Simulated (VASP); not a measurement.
# CsCdCl3: single point with LDA

The system is CsCdCl3.

```xyz
5
Lattice="5.0440 0.0000 0.0000 0.0000 5.0440 0.0000 0.0000 0.0000 5.2000" Properties=species:S:1:pos:R:3 pbc="T T T"
Cs    0.0000    0.0000    0.0000
Cd    2.5220    2.5220    2.6000
Cl    0.0000    2.5220    2.6000
Cl    2.5220    0.0000    2.6000
Cl    2.5220    2.5220    0.0000
```

This cell differs from its parent crystal: strain -0.030 along x and y, +0.000 along z.

- Program: VASP 6.6.1
- Task: single point
- Functional: LDA
- Potentials or basis: VASP PAW LDA potentials, release 64 (Cs_sv, Cd, Cl)
- Cutoff: 520 eV
- k mesh: 6 × 6 × 6
- Occupations: gaussian, width 0.05 eV
- Spin: no spin polarisation

The pressure is 0.8 GPa and the band gap on the k mesh is 1.56 eV, indirect (least direct gap 2.39 eV).

Stress tensor (GPa, compression positive):
```
 1.40  0.00  0.00
 0.00  1.40  0.00
 0.00  0.00 -0.32
```

Levels at points of the mesh, in eV from the valence-band top:
```csv
k point,band 19,band 20,band 21,band 22,band 23,band 24
"(0.00, 0.00, 0.00)",-0.83,-0.83,-0.83,1.56,5.48,5.52
"(0.50, 0.00, 0.00)",-1.23,-1.17,-1.15,4.58,6.88,7.13
"(0.50, 0.50, 0.00)",-1.25,-0.52,-0.01,6.54,7.07,7.07
"(0.00, 0.00, 0.50)",-1.17,-1.13,-1.13,4.23,6.78,6.87
"(0.50, 0.00, 0.50)",-1.41,-0.57,-0.13,6.30,6.85,7.17
"(0.50, 0.50, 0.50)",-0.50,-0.16,0.00,5.39,5.56,5.56
```

It took 57 s on 1 thread of Intel(R) Xeon(R) 6975P-C (Granite Rapids) (shared host), peak memory 0.28 GiB.

Caveat: the cell differs from its parent crystal (strain -0.030 along x and y, +0.000 along z); spin-orbit coupling is left out, which moves the levels of the heavy elements. A k mesh can miss the band edges.
